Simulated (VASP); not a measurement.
# InSb (sol2) (I-4m2) in VASP: further runs, part 2 of 2

VASP 6.6.1. The steps go on from the part before.

### Step 4. Single point, PBEsol (strained cell)

INCAR reads:

```
ALGO = Normal ; EDIFF = 1E-6
ENCUT = 500 ; GGA = PS
GGA_COMPAT = False ; ISIF = 2
ISMEAR = 0 ; LASPH = True
LCHARG = True ; LELF = True
LREAL = False ; LVHAR = True
LWAVE = False ; NBANDS = 16
NELM = 120 ; PREC = Accurate
SIGMA = 0.1
```

KPOINTS reads:

```
k-points
0
Gamma
  10 10 10
```

POSCAR reads:

```
InSb
1.0
    0.0000000000      3.2339052284      3.2875310311
    3.2339052284      0.0000000000      3.2875310311
    3.2339052284      3.2339052284      0.0000000000
In Sb
1 1
Direct
    0.0000000000      0.0000000000      0.0000000000
    0.2500000000      0.2500000000      0.2500000000
```

Potentials or basis: VASP PAW PBE potentials, release 64 (In_d, Sb).

Launch:

```bash
$ cat potpaw_PBE.64/In_d/POTCAR potpaw_PBE.64/Sb/POTCAR > POTCAR
$ mpirun -np 1 vasp_std > vasp.out
```

OUTCAR:

```text
EDIFF = 1E-6
   ENCUT = 500
   GGA = PS
   ISIF = 2
   ISMEAR = 0
   LASPH = True
   LREAL = False
   NELM = 120
   PREC = Accurate

 ion  position               nearest neighbor table
   1  0.000  0.000  0.000-   2 2.82   2 2.82   2 2.82   2 2.82
   2  0.250  0.250  0.250-   1 2.82   1 2.82   1 2.82   1 2.82

  LATTYP: Found a body centered tetragonal cell.
 ALAT       =     4.5734326334
 C/A-ratio  =     1.4376645704

  Lattice vectors:

 A1 = (  -3.2339052284,   0.0000000000,   3.2875310311)
 A2 = (   3.2339052284,   0.0000000000,   3.2875310311)
 A3 = (   0.0000000000,   3.2339052284,  -3.2875310311)

Analysis of symmetry for initial positions (statically):
=====================================================================
 Subroutine PRICEL returns:
 Original cell was already a primitive cell.

 Routine SETGRP: Setting up the symmetry group for a
 body centered tetragonal supercell.

 Subroutine GETGRP returns: Found  8 space group operations
 (whereof  8 operations were pure point group operations)
 out of a pool of 16 trial point group operations.

The static configuration has the point symmetry D_2d.

Analysis of symmetry for dynamics (positions and initial velocities):
[... 162 lines left out ...]
 val. band max:        4.8715562405   @ k =   0.0000   0.0000   0.0000
 cond. band min:       5.2929339349   @ k =   0.5000   0.0000   0.0000
 fundamental gap:      0.4213776943
 Fermi energy:         4.8919403565

 k-point     1 :       0.0000    0.0000    0.0000
  band No.  band energies     occupation
      1      -9.6752      2.00000
      2      -9.6720      2.00000
      3      -9.6720      2.00000
      4      -9.5907      2.00000
      5      -9.5887      2.00000
      6      -5.8336      2.00000
[... 433 lines left out ...]
      3      -9.6392      2.00000
      4      -9.6010      2.00000
      5      -9.5847      2.00000
      6      -4.5058      2.00000
[... 8 lines left out ...]
     15      14.4759      0.00000
     16      14.7108      0.00000

 [... further k-points ...]

------------------------ aborting loop because EDIFF is reached ----------------------------------------

  FORCE on cell =-STRESS in cart. coord.  units (eV):
  Direction    XX          YY          ZZ          XY          YZ          ZX
  --------------------------------------------------------------------------------------
  -------------------------------------------------------------------------------------
  Total        0.2092350      0.2092350      0.0095240      0.0000000      0.0000000      0.0000000
  in kB        4.8751782      4.8751782      0.2219087      0.0000000      0.0000000      0.0000000
  external PRESSURE =       3.3240884 kB  Pullay stress =       0.0000000 kB

 VOLUME and BASIS-vectors are now :
 -----------------------------------------------------------------------------
  energy-cutoff  :      500.00
  volume of cell :       68.76
      direct lattice vectors                 reciprocal lattice vectors
     0.000000000  3.233905228  3.287531031    -0.154611828  0.154611828  0.152089819
     3.233905228  0.000000000  3.287531031     0.154611828 -0.154611828  0.152089819
     3.233905228  3.233905228  0.000000000     0.154611828  0.154611828 -0.152089819

 POSITION                                       TOTAL-FORCE (eV/Angst)
 -----------------------------------------------------------------------------------
      0.00000      0.00000      0.00000         0.000000      0.000000     -0.000000
      1.61695      1.61695      1.64377        -0.000000     -0.000000      0.000000
 -----------------------------------------------------------------------------------
    total drift:                                0.000000      0.000000     -0.000000

  FREE ENERGIE OF THE ION-ELECTRON SYSTEM (eV)
  ---------------------------------------------------
  free  energy   TOTEN  =        -7.6980100732 eV

  energy  without entropy=       -7.6978237624  energy(sigma->0) =       -7.69791692
```

OSZICAR:

```text
N       E                     dE             d eps       ncg     rms          rms(c)
DAV:   1     0.109363248112E+03    0.10936E+03   -0.76555E+03  3272   0.108E+03
DAV:   2    -0.782013000493E+00   -0.11015E+03   -0.10669E+03  3616   0.274E+02
DAV:   3    -0.763994120857E+01   -0.68579E+01   -0.68346E+01  4184   0.710E+01
DAV:   4    -0.783107589975E+01   -0.19113E+00   -0.19110E+00  4136   0.137E+01
DAV:   5    -0.784098721331E+01   -0.99113E-02   -0.99111E-02  4976   0.254E+00    0.397E+00
DAV:   6    -0.772113593732E+01    0.11985E+00   -0.17427E-01  4688   0.681E+00    0.226E+00
DAV:   7    -0.769838004473E+01    0.22756E-01   -0.66642E-02  4560   0.266E+00    0.602E-01
DAV:   8    -0.769760186782E+01    0.77818E-03   -0.76005E-03  4296   0.100E+00    0.249E-01
DAV:   9    -0.769801332752E+01   -0.41146E-03   -0.84679E-04  4016   0.256E-01    0.819E-02
DAV:  10    -0.769798968232E+01    0.23645E-04   -0.47323E-05  4352   0.491E-02    0.354E-02
DAV:  11    -0.769800948220E+01   -0.19800E-04   -0.34813E-05  3856   0.501E-02    0.229E-02
DAV:  12    -0.769801007320E+01   -0.59100E-06   -0.11896E-06  3232   0.948E-03
   1 F= -.76980101E+01 E0= -.76979169E+01  d E =-.186311E-03
```

stdout:

```text
POSCAR found type information on POSCAR InSb
 POSCAR found :  2 types and       2 ions
 scaLAPACK will be used
 -----------------------------------------------------------------------------
|                                                                             |
|                                                                             |
|     You enforced a specific xc type in the INCAR file but a different       |
|     I HOPE YOU KNOW WHAT YOU ARE DOING!                                     |
|                                                                             |
 -----------------------------------------------------------------------------

 LDA part: xc-table for (Slater+PW92), standard interpolation
 POSCAR, INCAR and KPOINTS ok, starting setup
 FFT: planning ... GRIDC
 FFT: planning ... GRID_SOFT
 FFT: planning ... GRID
 WAVECAR not read
 entering main loop
```

It took 2.3 min on 1 thread of Intel Xeon 8259CL, shared host; peak memory 0.28 GiB.

What came out:

* Free energy: -7.6980 eV
* Pressure: 0.3 GPa
* Band gap on the k mesh: zero (filled and empty bands touch)

Stress tensor (GPa, compression positive):
```
0.49 0.00 0.00
0.00 0.49 0.00
0.00 0.00 0.02
```

Levels at points of the mesh, in eV from the Fermi level:
| k point | band 5 | band 6 | band 7 | band 8 | band 9 | band 10 | band 11 | band 12 | band 13 | band 14 |
| --- | --- | --- | --- | --- | --- | --- | --- | --- | --- | --- |
| (0.00, 0.00, 0.00) | -14.48 | -10.73 | -0.37 | -0.10 | -0.02 | -0.02 | 2.87 | 2.87 | 2.91 | 5.51 |
| (0.50, 0.00, 0.00) | -14.48 | -9.38 | -5.65 | -1.10 | -0.99 | 0.40 | 3.69 | 3.77 | 5.92 | 8.06 |
| (0.50, 0.50, 0.00) | -14.47 | -8.81 | -6.00 | -2.23 | -2.23 | 1.28 | 1.30 | 8.00 | 8.00 | 8.52 |
| (0.50, 0.00, 0.50) | -14.47 | -8.77 | -5.92 | -2.32 | -2.31 | 1.18 | 1.20 | 7.97 | 8.03 | 8.61 |

Caveat: the cell differs from its parent crystal (strained cell); the PAW data sets were made with another functional, which shifts forces and pressure a little; spin-orbit coupling is left out, which moves the levels of the heavy elements.

### Step 5. The runs side by side

```tsv
cell	gap on the mesh (eV)	pressure (GPa)
a = 4.603, b = 4.603, c = 4.573 Å, angles 60.2, 60.2, 59.6°, 2 atoms	none	0.5
a = 4.607, b = 4.607, c = 4.573 Å, angles 60.2, 60.2, 59.5°, 2 atoms	none	0.4
a = 4.612, b = 4.612, c = 4.573 Å, angles 60.3, 60.3, 59.5°, 2 atoms	none	0.3
```

Alike in all rows: task single point; level PBEsol; potentials or basis VASP PAW PBE potentials, release 64 (In_d, Sb); no spin polarisation; k mesh 10 × 10 × 10; cutoff (eV) 500; smearing gaussian 0.1 eV.

Caveats: the PAW data sets were made with another functional, which shifts forces and pressure a little; spin-orbit coupling is left out, which moves the levels of the heavy elements.

Absolute energies hang on the potentials; compare differences alone.
